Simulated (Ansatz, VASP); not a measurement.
## Two plane-wave programs on ReS3

File INCAR:

```
SYSTEM = ReS3
PREC     = Accurate       ! precision mode
ENCUT    = 600            ! plane-wave cutoff, eV
EDIFF    = 1E-6           ! SCF threshold, eV
ISMEAR   = 0              ! smearing method
SIGMA    = 0.1            ! smearing width, eV
LREAL    = .False.        ! projectors in reciprocal space
LASPH    = .True.         ! aspherical terms in the spheres
NELM     = 100            ! most SCF steps
ALGO     = Normal         ! electronic algorithm
ISIF     = 3              ! what is computed and relaxed
LWAVE    = .False.        ! write WAVECAR
LCHARG   = .False.        ! write CHGCAR
GGA      = PE             ! functional
IBRION   = 2              ! ionic algorithm
NSW      = 100            ! ionic steps
EDIFFG   = -0.01          ! ionic threshold
```

Contents of KPOINTS:

```
Automatic mesh
0
Gamma
  14 14 6
  0 0 0
```

POSCAR

```
ReS3
1.0
    3.3026336959      0.0000000000      0.0000000000
    0.0000000000      3.3026336959      0.0000000000
    0.0000000000      0.0000000000      7.5508405811
Re S
1 3
Direct
    0.0000000000      0.0000000000      0.0000000000
    0.0000000000      0.5000000000      0.5000000000
    0.5000000000      0.0000000000      0.5000000000
    0.5000000000      0.5000000000      0.0000000000
```

Input for Ansatz:

```yaml
crystal:
  lattice:
    - [3.3026336959, 0.0, 0.0]
    - [0.0, 3.3026336959, 0.0]
    - [0.0, 0.0, 7.5508405811]
  atoms:
    - { symbol: Re, position: [0.0, 0.0, 0.0] }
    - { symbol: S, position: [0.0, 0.5, 0.5] }
    - { symbol: S, position: [0.5, 0.0, 0.5] }
    - { symbol: S, position: [0.5, 0.5, 0.0] }
basis:
  ecutwfc: 420
kpoints:
  mp_grid: { grid: [14, 14, 6] }
hamiltonian:
  xc: pbe
scf:
  occupations: { method: gaussian, width: 0.1 }
output:
  forces: true
  stress: true
  eigenvalues: true
relax:
  adjacent_minimum: "off"
  f_tol: 0.01
  max_steps: 80
  cell: { stress_tol: 0.05 }
```

Change from the starting cell: species swapped into the CdAu3 type (P4/mmm, No. 123).

Alike in both runs: task relaxation of cell and atoms; functional PBE; k mesh 14 × 14 × 6; occupations gaussian, width 0.1 eV; no spin polarisation.

|  | VASP | Ansatz |
| --- | --- | --- |
| version | VASP 6.6.1 | Ansatz 0.2.0 |
| potentials or method | VASP PAW PBE potentials, release 64 (Re, S), cutoff 600 eV | scalar-relativistic, plane waves, PAW |
| valence electrons in the cell | 25 | 33 |

```tsv
	VASP	Ansatz	Ansatz less VASP
gap on the k mesh at the Fermi level, each at its own relaxed structure (eV)	none	none	-
relaxed volume (Å³/atom)	22.71	23.18	+0.468
relaxed length of the cell vector where the two differ most in proportion (Å)	8.309	8.510	+0.2004
```

A gap of «none» marks a metal or a gap that the smearing closes. VASP's potentials hold 25 valence electrons a cell and Ansatz's 33, so a difference there can come from the potentials and not from the codes.

Spin-orbit coupling is off throughout.
